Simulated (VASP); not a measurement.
Crystal: MoS2.

```
CELL_PARAMETERS angstrom
3.16158 0.00000 0.00000
-1.58079 2.73801 0.00000
0.00000 0.00000 6.18361
ATOMIC_POSITIONS crystal
Mo 0.00000 0.00000 0.50000
S 0.66667 0.33333 0.74468
S 0.33333 0.66667 0.25532
```

This cell differs from its parent crystal: volume scaled by 0.94.

Base run:

* Program: VASP 6.6.1
* Functional: PBEsol
* Potentials or basis: VASP PAW PBE potentials, release 64 (Mo_sv, S)
* Cutoff: 520 eV
* k mesh: 9 × 9 × 4
* Occupations: fermi-dirac, width 0.05 eV
* Spin: no spin polarisation

Its results: band gap on the k mesh zero (band 13 reaches 8.29 eV, above the bottom of band 14 at 7.30 eV); pressure 5.5 GPa; largest force 1.091 eV/Å.

The run is repeated on the same cell with these changes: functional from PBEsol to RPBE. What comes out?

Band gap on the k mesh zero (band 13 reaches 8.49 eV, above the bottom of band 14 at 7.44 eV); pressure 13.0 GPa; largest force 1.414 eV/Å.

RPBE binds less tightly than PBEsol, so the same cell stands under more pressure.

Caveats: the PAW data sets were made with another functional, which shifts forces and pressure a little; this functional lacks dispersion, which binds the layers, so the pressure and a relaxed spacing across them are unreliable.
